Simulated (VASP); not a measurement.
Set up this calculation in VASP 6.6.1, as the native input.

| Property | Result |
| --- | --- |
| Task | relaxation of cell and atoms |
| Functional | BLYP |
| Dispersion | D4 |
| Potentials or basis | VASP PAW PBE potentials, release 64 (Pb_d, Cs_sv, Cl) |
| Cutoff | 600 eV |
| k mesh | 5 × 5 × 5 |
| Occupations | fermi-dirac, width 0.05 eV |
| Spin | no spin polarisation |
| Dipole correction | no |
| Further INCAR settings | ALGO = Normal; EDIFF = 1e-07; IBRION = 2; EDIFFG = -0.01; NSW = 60; ISIF = 3 |

The structure of CsPbCl3 lies in POSCAR:

```
CsPbCl3
1.0
    5.6050000000      0.0000000000      0.0000000000
    0.0000000000      5.6050000000      0.0000000000
    0.0000000000      0.0000000000      5.6050000000
Pb Cs Cl
1 1 3
Direct
    0.5000000000      0.5000000000      0.5000000000
    0.0000000000      0.0000000000      0.0000000000
    0.5000000000      0.0000000000      0.5000000000
    0.0000000000      0.5000000000      0.5000000000
    0.5000000000      0.5000000000      0.0000000000
```

The input as run:

INCAR

```
SYSTEM = CsPbCl3
AGGAC    = 1.0          
AGGAX    = 1.0          
ALDAC    = 0.0          
ALDAX    = 1.0          
ALGO     = Normal         ! electronic algorithm
EDIFF    = 1E-7           ! SCF threshold, eV
EDIFFG   = -0.01          ! ionic threshold
ENCUT    = 600            ! plane-wave cutoff, eV
GGA      = B5             ! functional
IBRION   = 2              ! ionic algorithm
ISIF     = 3              ! what is computed and relaxed
ISMEAR   = -1             ! smearing method
IVDW     = 13             ! dispersion correction
LASPH    = .TRUE.         ! aspherical terms in the spheres
LCHARG   = .FALSE.        ! write CHGCAR
LREAL    = .FALSE.        ! projectors in reciprocal space
LWAVE    = .FALSE.        ! write WAVECAR
NELM     = 60             ! most SCF steps
NSW      = 60             ! ionic steps
PREC     = Accurate       ! precision mode
SIGMA    = 0.05           ! smearing width, eV
VDW_A1   = 0.44488865   
VDW_A2   = 4.0933009    
VDW_S6   = 1.0          
VDW_S8   = 2.34076671
```

KPOINTS

```
k-points
0
G
  5 5 5
  0 0 0
```

Potentials or basis: VASP PAW PBE potentials, release 64 (Pb_d, Cs_sv, Cl).

Launch:

```console
$ cat potpaw_PBE.64/Pb_d/POTCAR potpaw_PBE.64/Cs_sv/POTCAR potpaw_PBE.64/Cl/POTCAR > POTCAR
$ mpirun -np 1 vasp_std > vasp.out
```

It gave:

| Property | Result |
| --- | --- |
| Relaxed volume | 37.69 Å³/atom |
| Relaxed cell | a = 5.733 Å, b = 5.733 Å, c = 5.733 Å, α = 90.00°, β = 90.00°, γ = 90.00° |
| Space group after relaxing (to 0.1 Å) | Pm-3m (No. 221) |
| Energy gained by relaxing | 13.2 meV/atom |
| Ionic steps | 3 |
| Pressure after relaxing | 0.0 GPa |
| Band gap on the k mesh | 3.13 eV |
| Dispersion energy per atom | -0.315 eV |

Caveat: the PAW data sets were made with another functional, which shifts forces and pressure a little; spin-orbit coupling is left out, which moves the levels of the heavy elements; an odd mesh through Γ misses points on the zone boundary, where band edges can lie.

It took 4.6 min on 1 thread of Intel Xeon 8259CL (shared host), peak memory 0.37 GiB.
